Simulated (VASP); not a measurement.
AlN, 8 atoms in the cell. Symmetry: Cm, No. 8, monoclinic system. Conventional cell: a = 11.332 Å, b = 3.114 Å, c = 5.393 Å, α = 90.00°, β = 118.42°, γ = 90.00°. Within 2.4 Å of Al (site symmetry m) lie 4 N at 1.81 to 1.86 Å. Al (site symmetry m) has 4 N at 1.92 to 1.97 Å within 2.6 Å. Al (site symmetry m) has 4 N at 1.88 to 1.90 Å within 2.5 Å. Within 2.5 Å of Al (site symmetry m) lie 4 N at 1.88 to 1.91 Å. Within 2.5 Å of N (site symmetry m) lie 4 Al at 1.86 to 1.91 Å. Within 2.5 Å of N (site symmetry m) lie 4 Al at 1.88 to 1.94 Å. Within 2.4 Å of N (site symmetry m) lie 4 Al at 1.81 to 1.92 Å. N (site symmetry m) has 4 Al at 1.86 to 1.97 Å within 2.5 Å.  This cell differs from its parent crystal: atoms displaced along a vibrational mode.

```yaml
Program: VASP 6.6.1
Task: single point
Functional: PBEsol
Potentials_or_basis: VASP PAW PBE potentials, release 64 (Al, N)
Cutoff: 600 eV
k_mesh: 8 × 8 × 8
Occupations: gaussian, width 0.05 eV
Spin: no spin polarisation
Dipole_correction: no
Further_INCAR_settings: ALGO = Normal; EDIFF = 1e-06; NBANDS = 26
```

Potentials or basis: VASP PAW PBE potentials, release 64 (Al, N).

Run with:

```console
$ cat potpaw_PBE.64/Al/POTCAR potpaw_PBE.64/N/POTCAR > POTCAR
$ mpirun -np 1 vasp_std > vasp.out
```

Hardware: 1 thread of Intel(R) Xeon(R) 6975P-C (Granite Rapids), with other jobs on the host.

How long does it take, and how much memory?

It took 2.7 min on 1 thread of Intel(R) Xeon(R) 6975P-C (Granite Rapids) (shared host), peak memory 0.44 GiB. Counts: scf iterations 14, k points 150.
